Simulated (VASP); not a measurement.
A run of VASP 6.6.1 is set up as follows.

File INCAR:

```
SYSTEM = Ir
ALGO = Normal
EDIFF = 1E-6
ENCUT = 560
GGA = PS
GGA_COMPAT = .FALSE.
ISIF = 2
ISMEAR = -1
LASPH = .TRUE.
LCHARG = .TRUE.
LELF = .TRUE.
LREAL = .FALSE.
LVHAR = .TRUE.
LWAVE = .FALSE.
NBANDS = 14
NELM = 120
PREC = Accurate
SIGMA = 0.05
```

KPOINTS

```
k-points
0
G
  24 24 24
  0 0 0
```

File POSCAR:

```
Ir
1.0
    0.0000000000      1.8927078395      1.8927078395
    1.8927078395      0.0000000000      1.8927078395
    1.8927078395      1.8927078395      0.0000000000
Ir
1
Direct
    0.0000000000      0.0000000000      0.0000000000
```

Potentials or basis: VASP PAW PBE potentials, release 64 (Ir_sv_GW).

The run is started by

```sh
$ cat potpaw_PBE.64/Ir_sv_GW/POTCAR > POTCAR
$ mpirun -np 1 vasp_std > vasp.out
```

Task: Predict the band gap on the k mesh.

Result: Zero (an odd number of electrons rules out a gap without spin polarisation).

Task: What does it give for the pressure?

Result: 13.0 GPa.

Caveat: the cell stands under pressure; the PAW data sets were made with another functional, which shifts forces and pressure a little; spin-orbit coupling is left out, which moves the levels of the heavy elements.
